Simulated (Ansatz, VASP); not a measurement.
# HfN: VASP beside Ansatz

File INCAR:

```
SYSTEM = HfN
ALGO     = Normal         ! electronic algorithm
EDIFF    = 1E-6           ! SCF threshold, eV
ENCUT    = 520            ! plane-wave cutoff, eV
GGA      = PE             ! functional
ISIF     = 2              ! what is computed and relaxed
ISMEAR   = 0              ! smearing method
LASPH    = .TRUE.         ! aspherical terms in the spheres
LCHARG   = .TRUE.         ! write CHGCAR
LELF     = .TRUE.         ! ELF
LREAL    = .FALSE.        ! projectors in reciprocal space
LVHAR    = .TRUE.       
LWAVE    = .FALSE.        ! write WAVECAR
NBANDS   = 14             ! bands
NELM     = 100            ! most SCF steps
PREC     = Accurate       ! precision mode
SIGMA    = 0.15           ! smearing width, eV
```

The input KPOINTS:

```
k-points
0
G
  16 16 16
  0 0 0
```

The input POSCAR:

```
HfN
1.0
    0.0000000000      2.2738140414      2.2738140414
    2.2738140414      0.0000000000      2.2738140414
    2.2738140414      2.2738140414      0.0000000000
Hf N
1 1
Direct
    0.0000000000      0.0033477491      0.0000000000
    0.5000000000      0.4573403989      0.5000000000
```

Input for Ansatz:

```yaml
crystal:
  lattice:
    - [0.0, 2.2738140414, 2.2738140414]
    - [2.2738140414, 0.0, 2.2738140414]
    - [2.2738140414, 2.2738140414, 0.0]
  atoms:
    - { symbol: Hf, position: [0.0, 0.0033477491, 0.0] }
    - { symbol: "N", position: [0.5, 0.4573403989, 0.5] }
basis:
  ecutwfc: 520.0
kpoints:
  mp_grid: { grid: [16, 16, 16] }
hamiltonian:
  xc: pbe
  pseudopotentials: { kind: paw, azcp: { folder: soft_1 } }
scf:
  occupations: { method: gaussian, width: 0.15 }
output:
  forces: true
  stress: true
  eigenvalues: true
```

Change from the starting cell: mode 4 frozen in at -0.097 Å and mode 6 at -0.097 Å (largest displacements).

Alike in both runs: task single point; functional PBE; k mesh 16 × 16 × 16; occupations gaussian, width 0.15 eV; no spin polarisation.

```csv
,VASP,Ansatz
version,VASP 6.6.1,Ansatz 0.2.0
potentials or method,"VASP PAW PBE potentials, release 64 (Hf_pv, N), cutoff 520 eV","scalar-relativistic, plane waves, PAW"
valence electrons in the cell,15,31
```

VASP gave:

| Quantity | Value |
| --- | --- |
| gap on the k mesh at the Fermi level (eV) | none |
| pressure (GPa) | 0.5 |
| traceless stress, the component that is largest in VASP (GPa) | -2.64 |
| rms of the force components (eV/Å) | 0.924 |

Question: Which values does Ansatz return?

Answer: gap on the k mesh at the Fermi level (eV): none; pressure (GPa): 2.7; traceless stress, the component that is largest in VASP (GPa): -2.68; rms of the force components (eV/Å): 0.925.

Atom by atom the forces differ by 0.000 eV/Å (rms over components). A gap of «none» marks a metal or a gap that the smearing closes. With one functional, cell and mesh, what is left measures potentials, basis and numerics. VASP's potentials hold 15 valence electrons a cell and Ansatz's 31, so a difference there can come from the potentials and not from the codes.

Spin-orbit coupling is off throughout.
